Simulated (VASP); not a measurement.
InP:

```xyz
4
Lattice="4.2283 0.0000 0.0000 -2.1142 3.6618 0.0000 0.0000 0.0000 5.8314" Properties=species:S:1:pos:R:3 pbc="T T T"
In    0.0000    2.4412    1.4578
In    2.1142    1.2206    4.3735
P     0.0000    0.0000    0.0000
P     0.0000    0.0000    2.9157
```

The cell was built from a structure type or drawn by symmetry, and may not be a known phase.

```yaml
Program: VASP 6.6.1
Task: relaxation of cell and atoms
Functional: PBE
Potentials_or_basis: VASP PAW PBE potentials, release 64 (In_d, P)
Cutoff: 600 eV
k_mesh: 12 × 12 × 8
Occupations: gaussian, width 0.1 eV
Spin: no spin polarisation
```

At the start: pressure 0.3 GPa; volume 22.57 Å³/atom.

**Question.** Where does the relaxation end?

**Answer.** Over 10 steps the energy falls by 30.9 meV/atom and the volume is 21.99 Å³/atom (-2.6 %); space group P6_3/mmc (No. 194, to 0.1 Å) before and after.

The path:
| step | energy change (eV) | largest force (eV/Å) | pressure (GPa) | volume (Å³) |
| --- | --- | --- | --- | --- |
| 1 | 0.0000 | 0.0000 | 0.32 | 90.29 |
| 2 | -0.0495 | 0.0000 | -0.29 | 90.85 |
| 3 | -0.0862 | 0.0000 | -1.23 | 91.55 |
| 4 | -0.0900 | 0.0000 | -1.53 | 91.77 |
| 5 | -0.1093 | 0.0000 | 0.55 | 88.15 |
| 6 | -0.1094 | 0.0000 | 0.39 | 88.40 |
| 7 | -0.1145 | 0.0000 | 0.23 | 88.29 |
| 8 | -0.1231 | 0.0000 | -0.04 | 87.87 |
| 9 | -0.1236 | 0.0000 | 0.00 | 87.98 |
| 10 | -0.1236 | 0.0000 | -0.02 | 87.95 |

Final structure:
```xyz
4
Lattice="3.9588 0.0000 0.0000 -1.9794 3.4284 0.0000 0.0000 0.0000 6.4798" Properties=species:S:1:pos:R:3 pbc="T T T"
In    0.0000    2.2856    1.6200
In    1.9794    1.1428    4.8599
P     0.0000    0.0000    0.0000
P     0.0000    0.0000    3.2399
```
